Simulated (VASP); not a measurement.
A run of VASP 6.6.1 is set up as follows.

File POSCAR:

```
AlN
1.0
    0.0000000000      2.1839935596      2.1839935596
    2.1839935596      0.0000000000      2.1839935596
    2.1839935596      2.1839935596      0.0000000000
Al N
1 1
Direct
    0.0000000000      0.0000000000      0.0000000000
    0.7500000000      0.7500000000      0.7500000000
```

INCAR.step1

```
SYSTEM = AlN
  ALGO = Normal
  EDIFF = 1E-4
  ENCUT = 520
  GGA = PE
  ISMEAR = 0
  LASPH = .True.
  LCHARG = .False.
  LREAL = .False.
  LWAVE = .True.
  NBANDS = 11
  NELM = 80
  PREC = Accurate
  SIGMA = 0.05
```

The input INCAR.step2:

```
SYSTEM = AlN
  ALGO = Normal
  EDIFF = 1E-6
  ENCUT = 520
  ISIF = 2
  ISMEAR = 0
  ISTART = 1
  LASPH = .True.
  LCHARG = .True.
  LELF = .True.
  LMIXTAU = .True.
  LREAL = .False.
  LVHAR = .True.
  LWAVE = .False.
  METAGGA = R2SCAN
  NBANDS = 11
  NELM = 80
  PREC = Accurate
  SIGMA = 0.05
```

KPOINTS

```
k-points
0
Gamma
  10 10 10
  0 0 0
```

Potentials or basis: VASP PAW PBE potentials, release 64 (Al, N).

The run is started by

```console
$ cat potpaw_PBE.64/Al/POTCAR potpaw_PBE.64/N/POTCAR > POTCAR
$ cp INCAR.step1 INCAR
$ mpirun -np 1 vasp_std > vasp.out
$ cp INCAR.step2 INCAR
$ mpirun -np 1 vasp_std > vasp.out
```

**Question.** Predict the pressure.

**Answer.** -0.1 GPa.

**Question.** What does it give for the band gap on the k mesh?

**Answer.** 3.93 eV, indirect (least direct gap 4.89 eV).

Caveat: the PAW data sets were made with another functional, which shifts forces and pressure a little. r2SCAN opens gaps a little over a GGA but as a rule still falls short of measured ones.
